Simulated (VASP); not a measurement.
# Bi2Se3 (R-3m) in VASP: a series of runs, part 2 of 2

VASP 6.6.1. Earlier steps stand in the parts before.

## (5) Single point, PBE

INCAR

```
SYSTEM = Bi2Se3
PREC     = Accurate       ! precision mode
ENCUT    = 520            ! plane-wave cutoff, eV
EDIFF    = 1E-7           ! SCF threshold, eV
ISMEAR   = 0              ! smearing method
SIGMA    = 0.01           ! smearing width, eV
LREAL    = .FALSE.        ! projectors in reciprocal space
LASPH    = .TRUE.         ! aspherical terms in the spheres
NELM     = 80             ! most SCF steps
ALGO     = Normal         ! electronic algorithm
ISIF     = 2              ! what is computed and relaxed
LWAVE    = .FALSE.        ! write WAVECAR
LCHARG   = .FALSE.        ! write CHGCAR
GGA      = PE             ! functional
NBANDS   = 32             ! bands
```

KPOINTS

```
Automatic mesh
0
G
  12 12 12
  0 0 0
```

POSCAR

```
Bi2Se3
1.0
    2.0952101537      1.2096701462     10.4336389292
   -2.0952101537      1.2096701462     10.4336389292
    0.0000000000     -2.4193402925     10.4336389292
Bi Se
2 3
Direct
    0.3956391260      0.3956391260      0.3956391260
    0.6043608740      0.6043608740      0.6043608740
    0.0000000000      0.0000000000      0.0000000000
    0.2211433236      0.2211433236      0.2211433236
    0.7788566764      0.7788566764      0.7788566764
```

Potentials or basis: VASP PAW PBE potentials, release 64 (Bi_d, Se).

The run is started by

```bash
$ cat potpaw_PBE.64/Bi_d/POTCAR potpaw_PBE.64/Se/POTCAR > POTCAR
$ mpirun -np 1 vasp_std > vasp.out
```

OUTCAR:

```text
SYSTEM = Bi2Se3
   PREC = Accurate
   ENCUT = 520
   EDIFF = 1E-7
   ISMEAR = 0
   LREAL = .FALSE.
   LASPH = .TRUE.
   NELM = 80
   ISIF = 2
   GGA = PE

 ion  position               nearest neighbor table
   1  0.396  0.396  0.396-   5 2.88   5 2.88   5 2.88   3 3.11   3 3.11   3 3.11
   2  0.604  0.604  0.604-   4 2.88   4 2.88   4 2.88   3 3.11   3 3.11   3 3.11
   3  0.000  0.000  0.000-   2 3.11   1 3.11   2 3.11   2 3.11   1 3.11   1 3.11
   4  0.221  0.221  0.221-   2 2.88   2 2.88   2 2.88
   5  0.779  0.779  0.779-   1 2.88   1 2.88   1 2.88

  LATTYP: Found a trigonal (rhomboedric) cell.
 ALAT       =    10.7104635173
 COS(alpha) =     0.9234634920

  Lattice vectors:

 A1 = (   2.0952101537,   1.2096701462,  10.4336389292)
 A2 = (  -2.0952101537,   1.2096701462,  10.4336389292)
 A3 = (   0.0000000000,  -2.4193402925,  10.4336389292)

Analysis of symmetry for initial positions (statically):
=====================================================================
 Subroutine PRICEL returns:
 Original cell was already a primitive cell.

 Routine SETGRP: Setting up the symmetry group for a
 trigonal (rhombohedral) supercell.

 Subroutine GETGRP returns: Found 12 space group operations
 (whereof 12 operations were pure point group operations)
 out of a pool of 12 trial point group operations.

The static configuration has the point symmetry D_3d.

Analysis of symmetry for dynamics (positions and initial velocities):
=====================================================================
 Subroutine PRICEL returns:
 Original cell was already a primitive cell.

 Routine SETGRP: Setting up the symmetry group for a
 trigonal (rhombohedral) supercell.

 Subroutine GETGRP returns: Found 12 space group operations
 (whereof 12 operations were pure point group operations)
 out of a pool of 12 trial point group operations.

The dynamic configuration has the point symmetry D_3d.

 Subroutine INISYM returns: Found 12 space group operations
 (whereof 12 operations are pure point group operations),
 and found     1 'primitive' translations

----------------------------------------------------------------------------------------

                                     Primitive cell

  volume of cell :     158.6652

  direct lattice vectors                    reciprocal lattice vectors
     2.095210154  1.209670146 10.433638929     0.238639546  0.137778606  0.031947946
    -2.095210154  1.209670146 10.433638929    -0.238639546  0.137778606  0.031947946
     0.000000000 -2.419340292 10.433638929     0.000000000 -0.275557212  0.031947946

  length of vectors
    10.710463517 10.710463517 10.710463517     0.277403043  0.277403043  0.277403043

  position of ions in fractional coordinates (direct lattice)
     0.395639126  0.395639126  0.395639126
     0.604360874  0.604360874  0.604360874
     0.000000000  0.000000000  0.000000000
     0.221143324  0.221143324  0.221143324
     0.778856676  0.778856676  0.778856676

  ion indices of the primitive-cell ions
   primitive index   ion index
                 1           1
                 2           2
                 3           3
                 4           4
                 5           5

----------------------------------------------------------------------------------------

 KPOINTS: Automatic mesh

Automatic generation of k-mesh.
 Grid dimensions read from file:
 generate k-points for:   12   12   12

 Generating k-lattice:

  Cartesian coordinates                     Fractional coordinates (reciprocal lattice)
     0.019886629  0.011481551  0.002662329     0.083333333  0.000000000  0.000000000
    -0.019886629  0.011481551  0.002662329     0.000000000  0.083333333  0.000000000
     0.000000000 -0.022963101  0.002662329     0.000000000  0.000000000  0.083333333

  Length of vectors
     0.023116920  0.023116920  0.023116920

  Shift w.r.t. Gamma in fractional coordinates (k-lattice)
     0.000000000  0.000000000  0.000000000

 Subroutine IBZKPT returns following result:
 ===========================================

 Found    189 irreducible k-points:

 Following reciprocal coordinates:
            Coordinates               Weight
  0.000000  0.000000  0.000000      1.000000
  0.083333 -0.000000 -0.000000      6.000000
  0.166667 -0.000000  0.000000      6.000000
  0.250000 -0.000000  0.000000      6.000000
  0.333333  0.000000  0.000000      6.000000
  0.416667  0.000000  0.000000      6.000000
[... 16 lines left out ...]
  0.500000  0.166667  0.000000     12.000000
 -0.416667  0.166667 -0.000000     12.000000
 [... further k-points ...]
   k-points           NKPTS =    189   k-points in BZ     NKDIM =    189   number of bands    NBANDS=     32
   number of dos      NEDOS =    301   number of ions     NIONS =      5
   total plane-waves  NPLWV = 512000
   dimension x,y,z NGX =    80 NGY =   80 NGZ =   80
   dimension x,y,z NGXF=   160 NGYF=  160 NGZF=  160
   ions per type =               2   3
   NGX,Y,Z   is equivalent  to a cutoff of  12.42, 12.42, 12.42 a.u.
   NGXF,Y,Z  is equivalent  to a cutoff of  24.83, 24.83, 24.83 a.u.
 SYSTEM =  Bi2Se3
   PREC   = accura    normal or accurate (medium, high low for compatibility)
   ISTART =      0    job   : 0-new  1-cont  2-samecut
   ICHARG =      2    charge: 1-file 2-atom 10-const
   ISPIN  =      1    spin polarized calculation?
   LNONCOLLINEAR =      F non collinear calculations
   LSORBIT =      F    spin-orbit coupling
   LASPH  =      T    aspherical Exc in radial PAW
   ENCUT  =  520.0 eV  38.22 Ry    6.18 a.u.  19.91 19.91 19.91*2*pi/ulx,y,z
   NELM   =     80;   NELMIN=  2; NELMDL= -5     # of ELM steps
   EDIFF  = 0.1E-06   stopping-criterion for ELM
   LREAL  =      F    real-space projection
   EDIFFG = 0.1E-05   stopping-criterion for IOM
   NSW    =      0    number of steps for IOM
   IBRION =     -1    ionic relax: 0-MD 1-quasi-New 2-CG
   NFREE  =      0    steps in history (QN), initial steepest desc. (CG)
   ISIF   =      2    stress and relaxation
   ISYM   =      2    0-nonsym 1-usesym 2-fastsym
   POTIM  = 0.5000    time-step for ionic-motion
   TEBEG  =    0.0;   TEEND  =   0.0 temperature during run
   PSTRESS=    0.0 pullay stress
   NELECT =      48.0000    total number of electrons
   NUPDOWN=      -1.0000    fix difference up-down
   EMIN   =  10.00;   EMAX   =-10.00  energy-range for DOS
   EFERMI =   0.00;   METHOD = LEGACY
   ISMEAR =     0;   SIGMA  =   0.01  broadening in eV -4-tet -1-fermi 0-gaus
   EFERMI_NEDOS =   21; number of points for ismear=-14 and -15
   IALGO  =     38    algorithm
   IMIX   =      4    mixing-type and parameters
     AMIX     =   0.40;   BMIX     =  1.00
     AMIX_MAG =   1.60;   BMIX_MAG =  1.00
  volume/ion in A,a.u.               =      31.73       214.15
  Fermi-wavevector in a.u.,A,eV,Ry     =   1.098992  2.076795 16.432904  1.207784
  Thomas-Fermi vector in A             =   2.235379
   LORBIT       =      0    0 simple, 1 ext, 2 COOP (PROOUT), +10 PAW based schemes
   GGA     = PE    functional components
   LHFCALC =     F    Hartree Fock is set to
   AEXX    =    0.0000 exact exchange contribution
   IVDW    =     0    specifies the selected vdW correction
   LEPSILON=     F    determine dielectric tensor
   LRPA    =     F    only Hartree local field effects (RPA)
 non-spin polarized calculation
 Gauss-broadening in eV      SIGMA  =   0.01
  energy-cutoff  :      520.00
  volume of cell :      158.67
 maximum number of plane-waves:      4296
   NGX = 39   NGY = 39   NGZ = 39

 number of electron      47.9999996 magnetization

 Free energy of the ion-electron system (eV)
  ---------------------------------------------------
  ext. energy  EPLUGINS =         0.00000000
  ---------------------------------------------------
  free energy    TOTEN  =       -20.24007311 eV

  energy without entropy =      -20.24007311  energy(sigma->0) =      -20.24007311

 E-fermi :   3.4926     XC(G=0):  -8.8746

 val. band max:        3.3701989333   @ k =   0.5000   0.5000   0.3333
 cond. band min:       4.0554157762   @ k =   0.0000   0.0000   0.0000
 fundamental gap:      0.6852168429
 Fermi energy:         3.4925858644

 k-point     1 :       0.0000    0.0000    0.0000
  band No.  band energies     occupation
      1     -19.2989      2.00000
      2     -19.2989      2.00000
      3     -19.2976      2.00000
      4     -19.2976      2.00000
      5     -19.2942      2.00000
      6     -19.2922      2.00000
[... 829 lines left out ...]
     31       8.7333      0.00000
     32      10.0634      0.00000

 [... further k-points ...]
[... 5 lines left out ...]
  --------------------------------------------------------------------------------------
  -------------------------------------------------------------------------------------
  Total        0.0080444      0.0080444      0.0396520     -0.0000000     -0.0000000      0.0000000
  in kB        0.0812308      0.0812308      0.4004002     -0.0000000     -0.0000000      0.0000000
  external PRESSURE =       0.1876206 kB  Pullay stress =       0.0000000 kB

 VOLUME and BASIS-vectors are now :
 -----------------------------------------------------------------------------
  energy-cutoff  :      520.00
  volume of cell :      158.67
      direct lattice vectors                 reciprocal lattice vectors
     2.095210154  1.209670146 10.433638929     0.238639546  0.137778606  0.031947946
    -2.095210154  1.209670146 10.433638929    -0.238639546  0.137778606  0.031947946
     0.000000000 -2.419340292 10.433638929     0.000000000 -0.275557212  0.031947946

 POSITION                                       TOTAL-FORCE (eV/Angst)
 -----------------------------------------------------------------------------------
      0.00000     -0.00000     12.38387         0.000000      0.000000     -0.007943
      0.00000     -0.00000     18.91705         0.000000     -0.000000      0.007943
      0.00000      0.00000      0.00000         0.000000     -0.000000      0.000000
      0.00000     -0.00000      6.92199         0.000000      0.000000     -0.009877
      0.00000     -0.00000     24.37893         0.000000     -0.000000      0.009877
 -----------------------------------------------------------------------------------
    total drift:                               -0.000000      0.000000     -0.000000

  FREE ENERGIE OF THE ION-ELECTRON SYSTEM (eV)
  ---------------------------------------------------
  free  energy   TOTEN  =       -20.2400731050 eV

  energy  without entropy=      -20.2400731050  energy(sigma->0) =      -20.24007311
```

It took 2.1 h on 1 thread of Oxide Virtual Turin-like, shared host; peak memory 1.4 GiB.

Results:

- Free energy: -20.2401 eV
- Pressure: 0.0 GPa
- Largest force: 0.010 eV/Å
- Band gap on the k mesh: 0.69 eV (least direct gap 0.71 eV)

Forces in eV/Å, atoms in the order of the input:
```
Bi   0.000  0.000 -0.008
Bi   0.000  0.000  0.008
Se   0.000  0.000  0.000
Se   0.000  0.000 -0.010
Se   0.000  0.000  0.010
```

Caveat: spin-orbit coupling is left out, which moves the levels of the heavy elements.

## (6) Overview

| task | cell | k mesh | cutoff (eV) | smearing | gap on the mesh (eV) | pressure (GPa) | largest force (eV/Å) |
| --- | --- | --- | --- | --- | --- | --- | --- |
| single point | a = 10.710 Å, angles 22.5°, 5 atoms, atomic positions A | 6 × 6 × 6 | 520 | gaussian 0.02 eV | 0.69 | 0.0 | 0.01 |
| single point | a = 10.710 Å, angles 22.5°, 5 atoms, atomic positions A | 6 × 6 × 6 | 520 | gaussian 0.01 eV | 0.69 | 0.0 | 0.01 |
| relaxation of cell and atoms | relaxed from a = 10.710 Å, angles 22.5°, 5 atoms, atomic positions A | 6 × 6 × 6 | 600 | gaussian 0.01 eV | 0.69 | 0.0 | - |
| single point | a = 10.710 Å, angles 22.6°, 5 atoms, atomic positions B | 12 × 12 × 12 | 520 | gaussian 0.01 eV | 0.69 | 0.0 | 0.01 |

Alike in all rows: level PBE; potentials or basis VASP PAW PBE potentials, release 64 (Bi_d, Se); no spin polarisation.

Caveats: spin-orbit coupling is left out, which moves the levels of the heavy elements.

Absolute energies hang on the potentials; compare differences alone.
